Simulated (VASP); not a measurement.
Crystal: W3N2.

```xyz
5
Lattice="5.5829 0.0000 0.0000 -2.7915 4.8350 0.0000 0.0000 0.0000 2.6793" Properties=species:S:1:pos:R:3 pbc="T T T"
W     3.8556    0.0000    0.0000
W    -1.9278    3.3390    0.0000
W     0.8637    1.4960    0.0000
N     0.0000    3.2233    0.0000
N     2.7915    1.6117    0.0000
```

The cell was generated, and may not be a known phase.

```yaml
Program: VASP 6.6.1
Task: relaxation of cell and atoms
Functional: PBE
Potentials_or_basis: VASP PAW PBE potentials, release 64 (W_sv, N)
Cutoff: 600 eV
k_mesh: 12 × 12 × 14
Occupations: gaussian, width 0.1 eV
Spin: no spin polarisation
```

At the start: pressure 2.7 GPa; volume 14.46 Å³/atom.

Where does the relaxation end?

Over 8 steps the energy falls by 8.7 meV/atom and the volume is 14.62 Å³/atom (+1.1 %); space group P-62m (No. 189, to 0.1 Å) before and after.

Step by step:
| step | energy change (eV) | largest force (eV/Å) | pressure (GPa) | volume (Å³) |
| --- | --- | --- | --- | --- |
| 1 | 0.0000 | 0.4086 | 2.74 | 72.32 |
| 2 | -0.0167 | 0.0390 | -4.64 | 74.93 |
| 3 | -0.0333 | 0.1454 | -1.71 | 73.82 |
| 4 | -0.0314 | 0.2854 | 2.14 | 72.85 |
| 5 | -0.0394 | 0.2140 | 0.05 | 73.36 |
| 6 | -0.0434 | 0.0044 | -0.03 | 73.11 |
| 7 | -0.0434 | 0.0017 | -0.03 | 73.10 |
| 8 | -0.0434 | 0.0005 | 0.00 | 73.08 |

Final structure:
```yaml
crystal:
  lattice:
    - [5.56201, 0.00000, 0.00000]
    - [-2.78101, 4.81684, 0.00000]
    - [0.00000, 0.00000, 2.72785]
  atoms:
    - { symbol: W, position: [0.69562, 0.00000, 0.00000] }
    - { symbol: W, position: [0.00000, 0.69562, 0.00000] }
    - { symbol: W, position: [0.30438, 0.30438, 0.00000] }
    - { symbol: N, position: [0.33333, 0.66667, 0.00000] }
    - { symbol: N, position: [0.66667, 0.33333, 0.00000] }
```
